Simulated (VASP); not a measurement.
A run of VASP 6.6.1:

INCAR

```
SYSTEM = H
PREC = Accurate
ENCUT = 520
EDIFF = 1E-6
ISMEAR = 0
SIGMA = 0.05
LREAL = .False.
LASPH = .True.
NELM = 100
ALGO = Normal
ISIF = 2
LWAVE = .False.
LCHARG = .False.
NBANDS = 10
```

KPOINTS

```
Automatic mesh
0
Gamma
  8 8 4
  0 0 0
```

File POSCAR:

```
H
1.0
    1.6732598379     -2.7726635534      0.0000000000
    1.6732598379      2.7726635534      0.0000000000
    0.0000000000      0.0000000000      6.3137686200
H
4
Direct
    0.5678085000      0.4321915000      0.9995149500
    0.4321915000      0.5678085000      0.0004850500
    0.4321915000      0.5678085000      0.4995149500
    0.5678085000      0.4321915000      0.5004850500
```

Potentials or basis: VASP PAW LDA potentials, release 64 (H).

Command:

```bash
$ cat potpaw_LDA.64/H/POTCAR > POTCAR
$ mpirun -np 1 vasp_std > vasp.out
```

Hardware: 1 thread of Intel(R) Xeon(R) Platinum 8375C CPU @ 2.90GHz (Ice Lake), on a shared host.

Q: How long does it take, and how much memory?

A: Run time: 14 s on 1 thread of Intel(R) Xeon(R) Platinum 8375C CPU @ 2.90GHz (Ice Lake), with other jobs on the host, peak memory 0.15 GiB. Counts: scf iterations 12, k points 63.
